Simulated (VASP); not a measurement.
# GaP (I-4m2) in VASP: single point with HSE06

Aim: the single point of GaP with HSE06.

All numbers are computed with VASP 6.6.1; they aren't measurements. Logs are shortened: lines on timing, memory, paths and dates and some standing lists are left out, and cuts for length are marked.

### 1 The cell of the first run

It takes space group I-4m2 (No. 119, tetragonal). Conventional cell: a = 3.816 Å, b = 3.816 Å, c = 5.498 Å, α = 90.00°, β = 90.00°, γ = 90.00°. Ga (site symmetry -4m2) has 4 P at 2.35 Å within 3.1 Å. P (site symmetry -4m2) has 4 Ga at 2.35 Å within 3.1 Å.

### 2 Single point, HSE06 (epitaxial xy strain -1.0%)

POSCAR

```
GaP
1.0
    0.0000000000      2.6981452945      2.7489678072
    2.6981452945      0.0000000000      2.7489678072
    2.6981452945      2.6981452945      0.0000000000
Ga P
1 1
Direct
    0.0000000000      0.0000000000      0.0000000000
    0.2500000000      0.2500000000      0.2500000000
```

INCAR.step1

```
SYSTEM = GaP
PREC = Accurate
ENCUT = 520
EDIFF = 1E-5
ISMEAR = 0
SIGMA = 0.01
LREAL = .False.
LASPH = .True.
NELM = 80
ALGO = Normal
ISIF = 2
LWAVE = .True.
GGA = PE
NBANDS = 16
```

INCAR.step2

```
SYSTEM = GaP
PREC = Accurate
ENCUT = 520
EDIFF = 1E-6
ISMEAR = 0
SIGMA = 0.01
LREAL = .False.
LASPH = .True.
NELM = 80
ALGO = Normal
ISIF = 2
LWAVE = .False.
LCHARG = .True.
GGA = PE
LHFCALC = .True.
HFSCREEN = 0.2079
PRECFOCK = Normal
LELF = .True.
LVHAR = .True.
ISTART = 1
NBANDS = 16
```

KPOINTS

```
Automatic mesh
0
Gamma
  6 6 6
  0 0 0
```

Potentials or basis: VASP PAW PBE potentials, release 64 (Ga_d, P).

Launch:

```console
$ cat potpaw_PBE.64/Ga_d/POTCAR potpaw_PBE.64/P/POTCAR > POTCAR
$ cp INCAR.step1 INCAR
$ mpirun -np 1 vasp_std > vasp.out
$ cp INCAR.step2 INCAR
$ mpirun -np 1 vasp_std > vasp.out
```

OUTCAR:

```text
SYSTEM = GaP
   PREC = Accurate
   ENCUT = 520
   EDIFF = 1E-6
   ISMEAR = 0
   LREAL = .False.
   LASPH = .True.
   NELM = 80
   ISIF = 2
   GGA = PE
   LHFCALC = .True.
   HFSCREEN = 0.2079
   PRECFOCK = Normal
   ISTART = 1

 ion  position               nearest neighbor table
   1  0.000  0.000  0.000-   2 2.35   2 2.35   2 2.35   2 2.35
   2  0.250  0.250  0.250-   1 2.35   1 2.35   1 2.35   1 2.35

  LATTYP: Found a body centered tetragonal cell.
 ALAT       =     3.8157536687
 C/A-ratio  =     1.4408518190

  Lattice vectors:

 A1 = (  -2.6981452945,   0.0000000000,   2.7489678072)
 A2 = (   2.6981452945,   0.0000000000,   2.7489678072)
 A3 = (   0.0000000000,   2.6981452945,  -2.7489678072)

Analysis of symmetry for initial positions (statically):
=====================================================================
 Subroutine PRICEL returns:
 Original cell was already a primitive cell.

 Routine SETGRP: Setting up the symmetry group for a
 body centered tetragonal supercell.

 Subroutine GETGRP returns: Found  8 space group operations
 (whereof  8 operations were pure point group operations)
 out of a pool of 16 trial point group operations.

The static configuration has the point symmetry D_2d.

Analysis of symmetry for dynamics (positions and initial velocities):
=====================================================================
 Subroutine PRICEL returns:
 Original cell was already a primitive cell.

 Routine SETGRP: Setting up the symmetry group for a
 body centered tetragonal supercell.

 Subroutine GETGRP returns: Found  8 space group operations
 (whereof  8 operations were pure point group operations)
 out of a pool of 16 trial point group operations.

The dynamic configuration has the point symmetry D_2d.

 Subroutine INISYM returns: Found  8 space group operations
 (whereof  8 operations are pure point group operations),
 and found     1 'primitive' translations

----------------------------------------------------------------------------------------

                                     Primitive cell

  volume of cell :      40.0249

  direct lattice vectors                    reciprocal lattice vectors
     0.000000000  2.698145295  2.748967807    -0.185312482  0.185312482  0.181886452
     2.698145295  0.000000000  2.748967807     0.185312482 -0.185312482  0.181886452
     2.698145295  2.698145295  0.000000000     0.185312482  0.185312482 -0.181886452

  length of vectors
     3.851858257  3.851858257  3.815753669     0.319004879  0.319004879  0.319004879

  position of ions in fractional coordinates (direct lattice)
     0.000000000  0.000000000  0.000000000
     0.250000000  0.250000000  0.250000000

  ion indices of the primitive-cell ions
   primitive index   ion index
                 1           1
                 2           2

----------------------------------------------------------------------------------------

 KPOINTS: Automatic mesh

Automatic generation of k-mesh.
 Grid dimensions read from file:
 generate k-points for:    6    6    6

 Generating k-lattice:

  Cartesian coordinates                     Fractional coordinates (reciprocal lattice)
    -0.030885414  0.030885414  0.030314409     0.166666667 -0.000000000  0.000000000
     0.030885414 -0.030885414  0.030314409    -0.000000000  0.166666667  0.000000000
     0.030885414  0.030885414 -0.030314409     0.000000000  0.000000000  0.166666667

  Length of vectors
     0.053167480  0.053167480  0.053167480

  Shift w.r.t. Gamma in fractional coordinates (k-lattice)
     0.000000000  0.000000000  0.000000000

 Subroutine IBZKPT returns following result:
 ===========================================

 Found     30 irreducible k-points:

 Following reciprocal coordinates:
            Coordinates               Weight
  0.000000  0.000000  0.000000      1.000000
  0.166667 -0.000000  0.000000      8.000000
  0.333333  0.000000  0.000000      8.000000
  0.500000 -0.000000  0.000000      4.000000
  0.166667  0.166667  0.000000      2.000000
  0.333333  0.166667  0.000000      8.000000
[... 16 lines left out ...]
  0.333333  0.000000  0.333333      4.000000
  0.500000 -0.000000  0.333333     16.000000
 [... further k-points ...]
   k-points           NKPTS =     30   k-points in BZ     NKDIM =    216   number of bands    NBANDS=     16
   number of dos      NEDOS =    301   number of ions     NIONS =      2
   total plane-waves  NPLWV =  25200
   dimension x,y,z NGX =    30 NGY =   30 NGZ =   28
   dimension x,y,z NGXF=    60 NGYF=   60 NGZF=   56
   ions per type =               1   1
   NGX,Y,Z   is equivalent  to a cutoff of  12.95, 12.95, 12.20 a.u.
   NGXF,Y,Z  is equivalent  to a cutoff of  25.90, 25.90, 24.40 a.u.
 SYSTEM =  GaP
   PREC   = accura    normal or accurate (medium, high low for compatibility)
   ISTART =      1    job   : 0-new  1-cont  2-samecut
   ICHARG =      0    charge: 1-file 2-atom 10-const
   ISPIN  =      1    spin polarized calculation?
   LNONCOLLINEAR =      F non collinear calculations
   LSORBIT =      F    spin-orbit coupling
   LASPH  =      T    aspherical Exc in radial PAW
   ENCUT  =  520.0 eV  38.22 Ry    6.18 a.u.   7.16  7.16  7.09*2*pi/ulx,y,z
   NELM   =     80;   NELMIN=  2; NELMDL=  0     # of ELM steps
   EDIFF  = 0.1E-05   stopping-criterion for ELM
   LREAL  =      F    real-space projection
   EDIFFG = 0.1E-04   stopping-criterion for IOM
   NSW    =      0    number of steps for IOM
   IBRION =     -1    ionic relax: 0-MD 1-quasi-New 2-CG
   NFREE  =      0    steps in history (QN), initial steepest desc. (CG)
   ISIF   =      2    stress and relaxation
   ISYM   =      3    0-nonsym 1-usesym 2-fastsym
   POTIM  = 0.5000    time-step for ionic-motion
   TEBEG  =    0.0;   TEEND  =   0.0 temperature during run
   PSTRESS=    0.0 pullay stress
   NELECT =      18.0000    total number of electrons
   NUPDOWN=      -1.0000    fix difference up-down
   EMIN   =  10.00;   EMAX   =-10.00  energy-range for DOS
   EFERMI =   0.00;   METHOD = LEGACY
   ISMEAR =     0;   SIGMA  =   0.01  broadening in eV -4-tet -1-fermi 0-gaus
   EFERMI_NEDOS =   21; number of points for ismear=-14 and -15
   IALGO  =     38    algorithm
   IMIX   =      1    mixing-type and parameters
     AMIX     =   0.40;   BMIX     =  1.00
     AMIX_MAG =   1.60;   BMIX_MAG =  1.00
  volume/ion in A,a.u.               =      20.01       135.05
  Fermi-wavevector in a.u.,A,eV,Ry     =   1.254264  2.370215 21.404382  1.573178
  Thomas-Fermi vector in A             =   2.388077
   LORBIT       =      0    0 simple, 1 ext, 2 COOP (PROOUT), +10 PAW based schemes
   GGA     = PE    functional components
   LHFCALC =     T    Hartree Fock is set to
   PRECFOCK=normal    Normal, Fast or Accurate (Low or Medium for compatibility)
   ENCUT4O =  -1.0   cutoff for four orbital integrals eV
   NKREDX  =     1    reduce k-point grid by
   NKREDY  =     1    reduce k-point grid by
   NKREDZ  =     1    reduce k-point grid by
   AEXX    =    0.2500 exact exchange contribution
   HFSCREEN=    0.2079 screening length (either q_TF or 0.3 A-1)
   HFSCREENC=   0.2079 screening length for correlation (either q_TF or 0.3 A-1)
   ENCUTFOCK=  -1.0 apply spherical cutoff to Coloumb kernel
   IVDW    =     0    specifies the selected vdW correction
   LEPSILON=     F    determine dielectric tensor
   LRPA    =     F    only Hartree local field effects (RPA)
 non-spin polarized calculation
 Gauss-broadening in eV      SIGMA  =   0.01
  energy-cutoff  :      520.00
  volume of cell :       40.02
 maximum number of plane-waves:      1089
 NGX is ok and might be reduce to    30
  NGX = 24; NGY = 24; NGZ = 24

 number of electron      18.0000002 magnetization

 Free energy of the ion-electron system (eV)
  ---------------------------------------------------
  ext. energy  EPLUGINS =         0.00000000
  ---------------------------------------------------
  free energy    TOTEN  =       -10.77456347 eV

  energy without entropy =      -10.77456347  energy(sigma->0) =      -10.77456347

 E-fermi :   4.4200     XC(G=0):  -8.1968

 val. band max:        4.3690557325   @ k =   0.0000   0.0000   0.0000
 cond. band min:       6.5556764439   @ k =   0.5000   0.0000   0.5000
 fundamental gap:      2.1866207114
 Fermi energy:         4.4200103899

 k-point     1 :       0.0000    0.0000    0.0000
  band No.  band energies     occupation
      1     -12.7416      2.00000
      2     -12.7360      2.00000
      3     -12.7360      2.00000
      4     -12.6354      2.00000
      5     -12.6318      2.00000
      6      -9.5398      2.00000
[... 8 lines left out ...]
     15      15.0665      0.00000
     16      15.4366      0.00000

 k-point     2 :       0.1667   -0.0000    0.0000
  band No.  band energies     occupation
      1     -12.7537      2.00000
      2     -12.7320      2.00000
      3     -12.7286      2.00000
      4     -12.6357      2.00000
      5     -12.6315      2.00000
      6      -9.1529      2.00000
[... 8 lines left out ...]
     15      14.4562      0.00000
     16      15.5432      0.00000

 k-point     3 :       0.3333    0.0000    0.0000
  band No.  band energies     occupation
      1     -12.7835      2.00000
      2     -12.7197      2.00000
      3     -12.7163      2.00000
      4     -12.6337      2.00000
      5     -12.6280      2.00000
      6      -8.1138      2.00000
[... 8 lines left out ...]
     15      15.1003      0.00000
     16      15.2506      0.00000

 k-point     4 :       0.5000   -0.0000    0.0000
  band No.  band energies     occupation
      1     -12.7979      2.00000
      2     -12.7151      2.00000
      3     -12.7117      2.00000
      4     -12.6311      2.00000
      5     -12.6246      2.00000
      6      -7.2735      2.00000
[... 8 lines left out ...]
     15      17.2841      0.00000
     16      17.4525      0.00000
[... 324 lines left out ...]
 k-point    22 :      -0.3333    0.5000    0.1667
  band No.  band energies     occupation
      1     -12.8206      2.00000
      2     -12.6940      2.00000
      3     -12.6786      2.00000
      4     -12.6505      2.00000
      5     -12.6248      2.00000
      6      -6.2445      2.00000
[... 8 lines left out ...]
     15      17.6319      0.00000
     16      19.4436      0.00000

 k-point    23 :       0.3333    0.0000    0.3333
  band No.  band energies     occupation
      1     -12.8127      2.00000
      2     -12.6934      2.00000
      3     -12.6917      2.00000
      4     -12.6588      2.00000
      5     -12.6172      2.00000
      6      -7.5807      2.00000
[... 8 lines left out ...]
     15      16.9464      0.00000
     16      20.2478      0.00000

 k-point    24 :       0.5000   -0.0000    0.3333
  band No.  band energies     occupation
      1     -12.8212      2.00000
      2     -12.6893      2.00000
      3     -12.6846      2.00000
      4     -12.6588      2.00000
      5     -12.6169      2.00000
      6      -6.6313      2.00000
[... 8 lines left out ...]
     15      17.6224      0.00000
     16      19.1811      0.00000

 [... further k-points ...]

------------------------ aborting loop because EDIFF is reached ----------------------------------------

  FORCE on cell =-STRESS in cart. coord.  units (eV):
  Direction    XX          YY          ZZ          XY          YZ          ZX
  --------------------------------------------------------------------------------------
  -------------------------------------------------------------------------------------
  Total        0.5312328      0.5312328      0.1368627      0.0000000      0.0000000      0.0000000
  in kB       21.2649865     21.2649865      5.4785486      0.0000000      0.0000000      0.0000000
  external PRESSURE =      16.0028405 kB  Pullay stress =       0.0000000 kB

 VOLUME and BASIS-vectors are now :
 -----------------------------------------------------------------------------
  energy-cutoff  :      520.00
  volume of cell :       40.02
      direct lattice vectors                 reciprocal lattice vectors
     0.000000000  2.698145295  2.748967807    -0.185312482  0.185312482  0.181886452
     2.698145295  0.000000000  2.748967807     0.185312482 -0.185312482  0.181886452
     2.698145295  2.698145295  0.000000000     0.185312482  0.185312482 -0.181886452

 POSITION                                       TOTAL-FORCE (eV/Angst)
 -----------------------------------------------------------------------------------
      0.00000      0.00000      0.00000         0.000000      0.000000     -0.000000
      1.34907      1.34907      1.37448        -0.000000     -0.000000      0.000000
 -----------------------------------------------------------------------------------
    total drift:                               -0.000000     -0.000000     -0.000020

  FREE ENERGIE OF THE ION-ELECTRON SYSTEM (eV)
  ---------------------------------------------------
  free  energy   TOTEN  =       -10.7745634708 eV

  energy  without entropy=      -10.7745634708  energy(sigma->0) =      -10.77456347
```

Wall time 46 min (1 thread of Intel Xeon Platinum 8488C (Sapphire Rapids), shared host); peak memory 0.3 GiB.

What came out:

```
Free energy            : -10.7746 eV
Pressure               : 1.6 GPa
Band gap on the k mesh : 2.19 eV (least direct gap 2.86 eV)
```

Stress tensor (GPa, compression positive):
```
2.13 0.00 0.00
0.00 2.13 0.00
0.00 0.00 0.55
```

Levels at points of the mesh, in eV from the valence-band top:
```csv
k point,band 6,band 7,band 8,band 9,band 10,band 11,band 12,band 13
"(0.00, 0.00, 0.00)",-13.91,-0.12,0.00,0.00,2.86,4.72,4.72,4.76
"(0.50, 0.00, 0.00)",-11.64,-7.34,-1.35,-1.18,2.50,5.51,5.66,9.25
"(0.50, 0.50, 0.00)",-10.71,-7.51,-2.91,-2.91,2.32,2.64,12.13,12.13
"(0.50, 0.00, 0.50)",-10.62,-7.38,-3.06,-3.04,2.19,2.45,12.08,12.08
```

Caveat: the cell differs from its parent crystal (epitaxial xy strain -1.0%); the PAW data sets were made with another functional, which shifts forces and pressure a little.
